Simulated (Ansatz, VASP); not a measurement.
## Two plane-wave programs on Ti

The input INCAR:

```
PREC     = Accurate       # precision mode
ENCUT    = 520            # plane-wave cutoff, eV
EDIFF    = 1E-6           # SCF threshold, eV
ISMEAR   = 0              # smearing method
SIGMA    = 0.15           # smearing width, eV
LREAL    = F              # projectors in reciprocal space
LASPH    = T              # aspherical terms in the spheres
NELM     = 60             # most SCF steps
ALGO     = Fast           # electronic algorithm
ISIF     = 2              # what is computed and relaxed
LWAVE    = F              # write WAVECAR
LCHARG   = F              # write CHGCAR
GGA      = CA             # functional
NBANDS   = 12             # bands
```

KPOINTS

```
regular mesh
0
Gamma
  22 22 22
```

The input POSCAR:

```
Ti
1.0
    0.0000000000      2.0709822242      1.6427031002
    2.0709822242      0.0000000000      1.6427031002
    2.0709822242      2.0709822242      0.0000000000
Ti
1
Direct
    0.0000000000      0.0000000000      0.0000000000
```

Input for Ansatz:

```yaml
crystal:
  lattice:
    - [0.0, 2.0709822242, 1.6427031002]
    - [2.0709822242, 0.0, 1.6427031002]
    - [2.0709822242, 2.0709822242, 0.0]
  atoms:
    - { symbol: Ti, position: [0.0, 0.0, 0.0] }
basis:
  ecutwfc: 520.0
kpoints:
  mp_grid: { grid: [22, 22, 22] }
hamiltonian:
  xc: lda
  pseudopotentials: { kind: paw, azcp: { folder: soft_1 } }
scf:
  occupations: { method: gaussian, width: 0.15 }
output:
  forces: true
  stress: true
  eigenvalues: true
```

Alike in both runs: task single point; functional LDA; k mesh 22 × 22 × 22; occupations gaussian, width 0.15 eV; no spin polarisation.

|  | VASP | Ansatz |
| --- | --- | --- |
| version | VASP 6.6.1 | Ansatz 0.2.0 |
| potentials or method | VASP PAW LDA potentials, release 64 (Ti_sv), cutoff 520 eV | scalar-relativistic, plane waves, PAW |
| valence electrons in the cell | 12 | 12 |

Ansatz gave:

| Property | Result |
| --- | --- |
| gap on the k mesh at the Fermi level (eV) | none |
| pressure (GPa) | 17.6 |
| traceless stress, the component that is largest in VASP (GPa) | -0.13 |

Estimate VASP's values.

gap on the k mesh at the Fermi level (eV): none; pressure (GPa): 17.3; traceless stress, the component that is largest in VASP (GPa): -0.10.

Ansatz warns that its potentials were made for another functional, while VASP's fit it. LDA's correlation is that of Perdew and Zunger in VASP and of Perdew and Wang (1992) in Ansatz. A gap of «none» marks a metal or a gap that the smearing closes.
